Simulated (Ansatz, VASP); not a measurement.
**Ti in VASP and in Ansatz**

Contents of INCAR:

```
PREC     = Accurate       # precision mode
ENCUT    = 520            # plane-wave cutoff, eV
EDIFF    = 1E-6           # SCF threshold, eV
ISMEAR   = -1             # smearing method
SIGMA    = 0.05           # smearing width, eV
LREAL    = False          # projectors in reciprocal space
LASPH    = True           # aspherical terms in the spheres
NELM     = 60             # most SCF steps
ALGO     = Normal         # electronic algorithm
ISIF     = 2              # what is computed and relaxed
LWAVE    = False          # write WAVECAR
LCHARG   = False          # write CHGCAR
NBANDS   = 19             # bands
```

Contents of KPOINTS:

```
regular mesh
0
Gamma
  15 15 8
```

File POSCAR:

```
Ti
1.0
    2.6367443243      0.0000000000      0.0000000000
   -1.3183721622      2.2834875681      0.0000000000
    0.0000000000      0.0000000000      4.2805482850
Ti
2
Direct
    0.3333333333      0.6666666667      0.2500000000
    0.6666666667      0.3333333333      0.7500000000
```

Input for Ansatz:

```yaml
crystal:
  lattice:
    - [2.6367443243, 0.0, 0.0]
    - [-1.3183721622, 2.2834875681, 0.0]
    - [0.0, 0.0, 4.280548285]
  atoms:
    - { symbol: Ti, position: [0.3333333333, 0.6666666667, 0.25] }
    - { symbol: Ti, position: [0.6666666667, 0.3333333333, 0.75] }
kpoints:
  mp_grid: { grid: [15, 15, 8] }
scf:
  occupations: { method: fermi_dirac, width: 0.05 }
hamiltonian:
  xc: lda
  pseudopotentials: { kind: paw }
output:
  forces: true
  stress: true
  eigenvalues: true
  populations: true
  write_density: true
  write_potential: true
  elf: true
  volumetric_format: npy
```

Change from the starting cell: volume scaled by 0.8, PAW files.

Alike in both runs: task single point; functional LDA; k mesh 15 × 15 × 8; occupations fermi-dirac, width 0.05 eV; no spin polarisation.

```csv
,VASP,Ansatz
version,VASP 6.6.1,Ansatz 0.2.0
potentials or method,"VASP PAW LDA potentials, release 64 (Ti_sv)","PAW with Ansatz's default frozen-core files, scalar-relativistic"
plane-wave cutoff (eV),520,420
valence electrons in the cell,24,24
```

Ansatz gave:

| Property | Result |
| --- | --- |
| pressure (GPa) | 40.4 |
| traceless stress, the component that is largest in VASP (GPa) | 0.08 |

Question: What did VASP give for the same quantities?

Answer: Pressure (GPa): 39.7; traceless stress, the component that is largest in VASP (GPa): 0.13.

LDA's correlation is that of Perdew and Zunger in VASP and of Perdew and Wang (1992) in Ansatz. Both programs put the cell under a high pressure, so it lies far from rest at this level.
